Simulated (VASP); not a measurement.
# BP in VASP: further runs, part 2 of 2

VASP 6.6.1.

## 3. Single point, PBEsol

INCAR

```
PREC = Accurate
ENCUT = 520
EDIFF = 1E-6
ISMEAR = 0
SIGMA = 0.05
LREAL = F
LASPH = T
NELM = 60
ALGO = Normal
ISIF = 2
LWAVE = F
LCHARG = T
LDIPOL = T
IDIPOL = 3
DIPOL = 0.5 0.5 0.500
GGA = PS
LELF = T
LVHAR = T
LVACPOTAV = T
NBANDS = 41
```

KPOINTS

```
Automatic mesh
0
Gamma
  8 6 1
```

POSCAR

```
BP
1.0
    3.1962448227      0.0000000000      0.0000000000
    0.0000000000      4.5201727769      0.0000000000
    0.0000000000      0.0000000000     24.5887344680
B P
7 7
Direct
    0.5000000000      0.4518284174      0.3191170910
    0.0000000000      0.0094355510      0.3696022903
    0.5000000000      0.5086118976      0.4353469945
    0.0000000000      0.0109996329      0.4999999845
    0.5000000000      0.5086115476      0.5646529663
    0.0000000000      0.0094346492      0.6303977145
    0.5000000000      0.4518268123      0.6808829056
    0.0000000000      0.2440047308      0.2994347091
    0.5000000000      0.7656367849      0.3698868031
    0.0000000000      0.2593978827      0.4346498843
    0.5000000000      0.7611757477      0.4999999984
    0.0000000000      0.2593974825      0.5653501263
    0.5000000000      0.7656358048      0.6301131874
    0.0000000000      0.2440030586      0.7005653446
```

Potentials or basis: VASP PAW PBE potentials, release 64 (B, P).

Started as:

```sh
> cat potpaw_PBE.64/B/POTCAR potpaw_PBE.64/P/POTCAR > POTCAR
> mpirun -np 1 vasp_std > vasp.out
```

OUTCAR:

```text
PREC = Accurate
   ENCUT = 520
   EDIFF = 1E-6
   ISMEAR = 0
   LREAL = F
   LASPH = T
   NELM = 60
   ISIF = 2
   GGA = PS

 ion  position               nearest neighbor table
   1  0.500  0.452  0.319-   9 1.89   8 1.92   8 1.92
   2  0.000  0.009  0.370-   9 1.94   9 1.94  10 1.96   8 2.03
   3  0.500  0.509  0.435-  10 1.96  10 1.96  11 1.96   9 1.99
   4  0.000  0.011  0.500-  11 1.96  11 1.96  12 1.96  10 1.96
   5  0.500  0.509  0.565-  12 1.96  12 1.96  11 1.96  13 1.99
   6  0.000  0.009  0.630-  13 1.94  13 1.94  12 1.96  14 2.03
   7  0.500  0.452  0.681-  13 1.89  14 1.92  14 1.92
   8  0.000  0.244  0.299-   1 1.92   1 1.92   2 2.03
   9  0.500  0.766  0.370-   1 1.89   2 1.94   2 1.94   3 1.99
  10  0.000  0.259  0.435-   3 1.96   3 1.96   2 1.96   4 1.96
  11  0.500  0.761  0.500-   4 1.96   4 1.96   3 1.96   5 1.96
  12  0.000  0.259  0.565-   5 1.96   5 1.96   6 1.96   4 1.96
  13  0.500  0.766  0.630-   7 1.89   6 1.94   6 1.94   5 1.99
  14  0.000  0.244  0.701-   7 1.92   7 1.92   6 2.03

  LATTYP: Found a simple orthorhombic cell.
 ALAT       =     3.1962448227
[... 1075 lines left out ...]
  FORCE on cell =-STRESS in cart. coord.  units (eV):
  Direction    XX          YY          ZZ          XY          YZ          ZX
  --------------------------------------------------------------------------------------
  -------------------------------------------------------------------------------------
  Total       -1.6709259      1.8783818      0.1296307      0.0000000      0.0000000      0.0000000
  in kB       -7.5359242      8.4715563      0.5846383      0.0000000      0.0000000      0.0000000
  external PRESSURE =       0.5067568 kB  Pullay stress =       0.0000000 kB

 VOLUME and BASIS-vectors are now :
 -----------------------------------------------------------------------------
  energy-cutoff  :      520.00
  volume of cell :      355.25
      direct lattice vectors                 reciprocal lattice vectors
     3.196244823  0.000000000  0.000000000     0.312867147  0.000000000  0.000000000
     0.000000000  4.520172777  0.000000000     0.000000000  0.221230482  0.000000000
     0.000000000  0.000000000 24.588734468     0.000000000  0.000000000  0.040669031

 POSITION                                       TOTAL-FORCE (eV/Angst)
 -----------------------------------------------------------------------------------
      1.59812      2.04234      7.84669         0.000000      0.000561      0.004776
      0.00000      0.04265      9.08805         0.000000     -0.004077     -0.009393
      1.59812      2.29901     10.70463         0.000000     -0.004745     -0.001103
      0.00000      0.04972     12.29437         0.000000     -0.005849      0.000000
      1.59812      2.29901     13.88410         0.000000     -0.004745      0.001103
      0.00000      0.04265     15.50068         0.000000     -0.004077      0.009393
      1.59812      2.04234     16.74205         0.000000      0.000561     -0.004776
      0.00000      1.10294      7.36272        -0.000000     -0.001164     -0.011215
      1.59812      3.46081      9.09505         0.000000     -0.003212     -0.011959
      0.00000      1.17252     10.68749         0.000000      0.011974      0.002955
      1.59812      3.44065     12.29437         0.000000      0.007177      0.000000
      0.00000      1.17252     13.90124         0.000000      0.011974     -0.002955
      1.59812      3.46081     15.49369         0.000000     -0.003212      0.011959
      0.00000      1.10294     17.22602        -0.000000     -0.001164      0.011215
 -----------------------------------------------------------------------------------
    total drift:                               -0.000000     -0.000337      0.000095

  FREE ENERGIE OF THE ION-ELECTRON SYSTEM (eV)
  ---------------------------------------------------
  free  energy   TOTEN  =       -91.7581101174 eV

  energy  without entropy=      -91.7578718684  energy(sigma->0) =      -91.75799099

 vacuum level on the upper side and lower side of the slab         5.876         5.876
```

stdout:

```text
POSCAR found type information on POSCAR B P
 POSCAR found :  2 types and      14 ions
 scaLAPACK will be used
 -----------------------------------------------------------------------------
|                                                                             |
[... 23 lines left out ...]
|     field-free region was found. Please increase the size of  your cell     |
|     in the dimension of the dipole correction to obtain accurate            |
|     workfunction values.                                                    |
|                                                                             |
 -----------------------------------------------------------------------------
```

Wall time 10 min (1 thread of Intel Xeon 6975P-C, shared host); peak memory 0.53 GiB.

What came out:

- Free energy: -91.7581 eV
- Largest force: 0.012 eV/Å
- Band gap on the k mesh: 0.13 eV, indirect (least direct gap 1.04 eV)

Forces on the atoms (eV/Å):
```
B    0.000  0.001  0.005
B    0.000 -0.004 -0.009
B    0.000 -0.005 -0.001
B    0.000 -0.006  0.000
B    0.000 -0.005  0.001
B    0.000 -0.004  0.009
B    0.000  0.001 -0.005
P    0.000 -0.001 -0.011
P    0.000 -0.003 -0.012
P    0.000  0.012  0.003
P    0.000  0.007  0.000
P    0.000  0.012 -0.003
P    0.000 -0.003  0.012
P    0.000 -0.001  0.011
```

Caveat: the PAW data sets were made with another functional, which shifts forces and pressure a little.

## 4. Single point, PBEsol

This run uses another cell than the first one: it holds 10 atoms, not 14.

INCAR

```
  PREC = Accurate
  ENCUT = 520
  EDIFF = 1E-6
  ISMEAR = 0
  SIGMA = 0.05
  LREAL = False
  LASPH = True
  NELM = 80
  ALGO = Normal
  ISIF = 2
  LWAVE = False
  LCHARG = False
  LDIPOL = True
  IDIPOL = 3
  DIPOL = 0.5 0.5 0.500
  GGA = PS
  NBANDS = 31
```

KPOINTS

```
Automatic mesh
0
Gamma
  8 8 1
```

POSCAR

```
BP
1.0
    3.1962448201      0.0000000000      0.0000000000
    0.0000000000      3.1962448201      0.0000000000
    0.0000000000      0.0000000000     25.1703887398
P B
5 5
Direct
    0.0000000000      0.5000000000      0.2979691763
    0.5000000000      0.0000000000      0.3877606535
    0.0000000000      0.5000000000      0.4775521307
    0.5000000000      0.0000000000      0.5673436079
    0.0000000000      0.5000000000      0.6571350851
    0.5000000000      0.5000000000      0.3428649149
    0.0000000000      0.0000000000      0.4326563921
    0.5000000000      0.5000000000      0.5224478693
    0.0000000000      0.0000000000      0.6122393465
    0.5000000000      0.5000000000      0.7020308237
```

Potentials or basis: VASP PAW PBE potentials, release 64 (P, B).

Started as:

```sh
> cat potpaw_PBE.64/P/POTCAR potpaw_PBE.64/B/POTCAR > POTCAR
> mpirun -np 1 vasp_std > vasp.out
```

It took 11 min on 1 thread of AMD EPYC 7R13, shared host; peak memory 0.37 GiB.

The run converged. Its results:

```
Free energy            : -63.1568 eV
Largest force          : 1.833 eV/Å
Band gap on the k mesh : zero (band 20 reaches 0.31 eV, above the bottom of band 21 at -0.46 eV)
```

Forces on the atoms (eV/Å):
```
P    0.000  0.000  0.036
P    0.000  0.000  0.054
P    0.000  0.000 -0.081
P    0.000  0.000  0.191
P    0.000  0.000  1.817
B    0.000  0.000 -0.019
B    0.000  0.000 -0.008
B    0.000  0.000 -0.026
B    0.000  0.000 -0.132
B    0.000  0.000 -1.833
```

Levels at points of the mesh, in eV from the Fermi level:
```
           k point  band 18  band 19  band 20  band 21  band 22  band 23
(0.00, 0.00, 0.00)    -0.20    -0.13     0.29     1.39     1.54     2.27
(0.50, 0.00, 0.00)    -1.37    -1.20    -0.24     2.95     3.36     3.96
(0.00, 0.50, 0.00)    -0.93    -0.86    -0.17     0.10     0.62     3.89
(0.50, 0.50, 0.00)    -3.98    -1.77    -1.22    -0.48     0.07     2.28
```

Caveat: the PAW data sets were made with another functional, which shifts forces and pressure a little.

## 5. Single point, PBEsol

This run uses another cell than the first one: it holds 10 atoms, not 14.

INCAR

```
SYSTEM = BP
ALGO = Normal ; DIPOL = 0.5 0.5 0.500
EDIFF = 1E-7 ; ENCUT = 520
GGA = PS ; IDIPOL = 3
ISIF = 2 ; ISMEAR = 0
LASPH = .TRUE. ; LCHARG = .FALSE.
LDIPOL = .TRUE. ; LREAL = .FALSE.
LWAVE = .FALSE. ; NBANDS = 31
NELM = 100 ; PREC = Accurate
SIGMA = 0.05
```

KPOINTS

```
k-points
0
G
  8 8 1
  0 0 0
```

POSCAR

```
BP
1.0
    3.1962448201      0.0000000000      0.0000000000
    0.0000000000      3.1962448201      0.0000000000
    0.0000000000      0.0000000000     25.1703887398
P B
5 5
Direct
    0.0000000000      0.5000000000      0.2988650257
    0.5000000000      0.0000000000      0.3885908235
    0.0000000000      0.5000000000      0.4780292508
    0.5000000000      0.0000000000      0.5679750500
    0.0000000000      0.5000000000      0.6584933913
    0.5000000000      0.5000000000      0.3437499852
    0.0000000000      0.0000000000      0.4333416503
    0.5000000000      0.5000000000      0.5229149524
    0.0000000000      0.0000000000      0.6122191376
    0.5000000000      0.5000000000      0.6958207332
```

Started as:

```sh
> cat potpaw_PBE.64/P/POTCAR potpaw_PBE.64/B/POTCAR > POTCAR
> mpirun -np 1 vasp_std > vasp.out
```

It took 17 min on 1 thread of AMD EPYC 7R13, shared host; peak memory 0.37 GiB.

It converged, with:

```
Free energy            : -63.3373 eV
Largest force          : 0.010 eV/Å
Band gap on the k mesh : zero (band 20 reaches 0.40 eV, above the bottom of band 21 at -0.80 eV)
```

Forces on the atoms (eV/Å):
```
P    0.000  0.000  0.000
P    0.000  0.000  0.000
P    0.000  0.000 -0.002
P    0.000  0.000  0.001
P    0.000  0.000  0.005
B    0.000  0.000 -0.009
B    0.000  0.000 -0.002
B    0.000  0.000  0.000
B    0.000  0.000 -0.004
B    0.000  0.000  0.010
```

Levels at points of the mesh, in eV from the Fermi level:
```
           k point  band 16  band 17  band 18  band 19  band 20  band 21  band 22  band 23  band 24  band 25
(0.00, 0.00, 0.00)    -1.51    -0.97    -0.35    -0.20     0.17     1.27     1.47     2.12     2.16     2.30
(0.50, 0.00, 0.00)    -2.02    -1.79    -1.41    -1.21    -0.31     2.72     2.94     3.87     3.88     4.04
(0.00, 0.50, 0.00)    -1.92    -1.63    -0.95    -0.88    -0.18     0.12     0.60     3.73     3.79     4.04
(0.50, 0.50, 0.00)    -4.52    -4.41    -4.01    -1.78    -1.23    -0.94    -0.01     2.16     2.45     2.64
```

Caveat: the PAW data sets were made with another functional, which shifts forces and pressure a little.
